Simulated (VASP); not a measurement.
Zr2NbC3: relaxation of cell and atoms with PBE

Zr2NbC3:

```
Zr Nb C
1.0
     3.36373   -3.62468    0.00000
     3.36373    3.62468    0.00000
     0.00000    0.00000    3.34132
Zr Nb C
2 1 3
Direct
  0.50000 0.00000 0.50000
  0.00000 0.50000 0.50000
  0.00000 0.00000 0.00000
  0.71379 0.28621 0.00000
  0.28621 0.71379 0.00000
  0.50000 0.50000 0.50000
```

The cell was built from a structure type or drawn by symmetry, and may not be a known phase.

```yaml
Program: VASP 6.6.1
Task: relaxation of cell and atoms
Functional: PBE
Potentials_or_basis: VASP PAW PBE potentials, release 64 (Zr_sv, Nb_sv, C)
Cutoff: 600 eV
k_mesh: 4 × 4 × 6
Occupations: gaussian, width 0.1 eV
Spin: no spin polarisation
Dipole_correction: no
Further_INCAR_settings: ALGO = Normal; EDIFF = 1e-07; IBRION = 2; EDIFFG = -0.04; NSW = 90; ISIF = 3
```

```json
{
  "Relaxed volume": "13.61 Å³/atom",
  "Relaxed cell": "a = 4.969 Å, b = 4.969 Å, c = 3.316 Å, α = 90.00°, β = 90.00°, γ = 93.91°",
  "Space group after relaxing (to 0.1 Å)": "Cmmm (No. 65)",
  "Energy gained by relaxing": "0.7 meV/atom",
  "Ionic steps": "4",
  "Pressure after relaxing": "0.0 GPa",
  "Largest force after relaxing": "0.016 eV/Å",
  "Band gap on the k mesh": "zero (an odd number of electrons rules out a gap without spin polarisation)"
}
```

Forces on the atoms (eV/Å):
```
Zr   0.000  0.000  0.000
Zr   0.000  0.000  0.000
Nb   0.000  0.000  0.000
C    0.000  0.016  0.000
C    0.000 -0.016  0.000
C    0.000  0.000  0.000
```

Stress tensor (GPa, compression positive):
```
 0.12  0.00  0.00
 0.00 -0.35  0.00
 0.00  0.00  0.13
```

Step by step:
```
step  energy change (eV)  largest force (eV/Å)  pressure (GPa)  volume (Å³)
   1              0.0000                0.1170            0.16        81.48
   2             -0.0031                0.0338            0.02        81.63
   3             -0.0040                0.0400           -0.10        81.77
   4             -0.0044                0.0164           -0.04        81.69
```

Final structure:
```yaml
crystal:
  lattice:
    - [3.39172, -3.63133, 0.00000]
    - [3.39172, 3.63133, 0.00000]
    - [0.00000, 0.00000, 3.31623]
  atoms:
    - { symbol: Zr, position: [0.50000, 0.00000, 0.50000] }
    - { symbol: Zr, position: [0.00000, 0.50000, 0.50000] }
    - { symbol: Nb, position: [0.00000, 0.00000, 0.00000] }
    - { symbol: C, position: [0.71512, 0.28488, 0.00000] }
    - { symbol: C, position: [0.28488, 0.71512, 0.00000] }
    - { symbol: C, position: [0.50000, 0.50000, 0.50000] }
```

Levels at points of the mesh, in eV from the Fermi level:
```
           k point  band 23  band 24  band 25  band 26  band 27  band 28
(0.00, 0.00, 0.00)    -0.67    -0.19     0.54     0.87     1.43     2.60
(0.50, 0.00, 0.00)    -0.36     0.01     0.04     0.40     1.42     1.64
(0.50, 0.50, 0.00)    -0.97    -0.95     0.18     0.42     0.80     1.44
(0.00, 0.00, 0.50)    -1.07    -0.63    -0.38     0.43     0.54     3.12
(0.50, 0.00, 0.50)    -1.72    -1.07    -0.53     1.47     1.80     2.16
(0.50, 0.50, 0.50)    -0.70    -0.61    -0.58     0.65     2.61     3.05
```

Wall time 4.6 min on 1 thread of Intel Xeon 8259CL (shared host), peak memory 0.26 GiB.
